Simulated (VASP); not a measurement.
Wanted: the native input for a VASP 6.6.1 run.

```
Task                   : single point
Functional             : PBE
Potentials or basis    : VASP PAW PBE potentials, release 64 (Ni)
Cutoff                 : 520 eV
k mesh                 : 16 × 16 × 1
Occupations            : fermi-dirac, width 0.1 eV
Spin                   : collinear spin, ferromagnetic start
Starting moments       : [1.0, 1.0, 1.0, 1.0] μB
Dipole correction      : yes
Further INCAR settings : ALGO = Normal; EDIFF = 1e-06; NBANDS = 32
```

The structure of Ni lies in POSCAR:

```
Ni
1.0
    2.4893867674      0.0000000000      0.0000000000
    0.0000000000      2.4893867674      0.0000000000
    0.0000000000      0.0000000000     21.2808000000
Ni
4
Direct
    0.2500000000      0.2500000000      0.3783360001
    0.7500000000      0.7500000000      0.4580018985
    0.2500000000      0.2500000000      0.5419981855
    0.7500000000      0.7500000000      0.6216639153
```

One way to write it, as run:

INCAR

```
  PREC = Accurate
  ENCUT = 520
  EDIFF = 1E-6
  ISMEAR = -1
  SIGMA = 0.1
  LREAL = False
  LASPH = True
  NELM = 150
  ALGO = Normal
  ISIF = 2
  LWAVE = False
  LCHARG = False
  ISPIN = 2
  MAGMOM = 1 1 1 1
  LORBIT = 11
  LMAXMIX = 4
  LDIPOL = True
  IDIPOL = 3
  DIPOL = 0.5 0.5 0.500
  GGA = PE
  NBANDS = 32
```

KPOINTS

```
regular mesh
0
Gamma
  16 16 1
```

Potentials or basis: VASP PAW PBE potentials, release 64 (Ni).

Launch:

```bash
$ cat potpaw_PBE.64/Ni/POTCAR > POTCAR
$ mpirun -np 1 vasp_std > vasp.out
```

Results of the run:

The largest force is 0.007 eV/Å. The net moment is 2.66 μB per cell, the site moments are Ni +0.72, +0.64 (each value once) μB and the valence electrons inside the program's atomic spheres are Ni 9.15, 9.32 (each value once).

Wall time 11 min on 1 thread of Intel Xeon 8259CL, with other jobs on the host, peak memory 0.46 GiB.
